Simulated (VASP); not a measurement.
Input of a VASP 6.6.1 run:

INCAR

```
SYSTEM = CsSr2TeO6
  PREC = Accurate
  ENCUT = 520
  EDIFF = 1E-7
  ISMEAR = 1
  SIGMA = 0.2311
  LREAL = .FALSE.
  LASPH = .TRUE.
  NELM = 60
  ALGO = Normal
  ISIF = 2
  LWAVE = .FALSE.
  LCHARG = .TRUE.
  GGA = PS
  LELF = .TRUE.
  LVHAR = .TRUE.
  NBANDS = 46
```

Contents of KPOINTS:

```
Automatic mesh
0
G
  4 4 4
  0 0 0
```

File POSCAR:

```
CsSr2TeO6
1.0
    6.1289297644      0.0000002887      0.0000001868
   -3.0644651322      5.3078087296     -0.0000000934
   -3.0644651322      1.7692694803      5.4696629066
Sr Cs Te O
2 1 1 6
Direct
    0.2852303825      0.7147696175      0.8556911474
    0.8113694746      0.1886305254      0.4341084238
    1.0277632669     -0.0277632669      1.0832898008
    0.4886158505      0.5113841495      0.4658475515
    0.1424566978      0.3762884008      0.2389115665
    0.6237115992      0.5272567305      0.2389115665
    0.4727432695      0.8575433022      0.2389115665
    0.2901867406      0.4686147269      0.6501094589
    0.5313852731      0.1714625547      0.6501094589
    0.8285374453      0.7098132594      0.6501094589
```

Potentials or basis: VASP PAW PBE potentials, release 64 (Sr_sv, Cs_sv, Te, O).

Launch:

```console
$ cat potpaw_PBE.64/Sr_sv/POTCAR potpaw_PBE.64/Cs_sv/POTCAR potpaw_PBE.64/Te/POTCAR potpaw_PBE.64/O/POTCAR > POTCAR
$ mpirun -np 1 vasp_std > vasp.out
```

(1) Predict the largest force.

(2) What does it give for the pressure?

## Answers

(1) 0.034 eV/Å.

(2) 0.9 GPa.

Caveat: the PAW data sets were made with another functional, which shifts forces and pressure a little; an odd number of electrons without spin polarisation forces a metal; a magnetic or distorted state may lie lower.
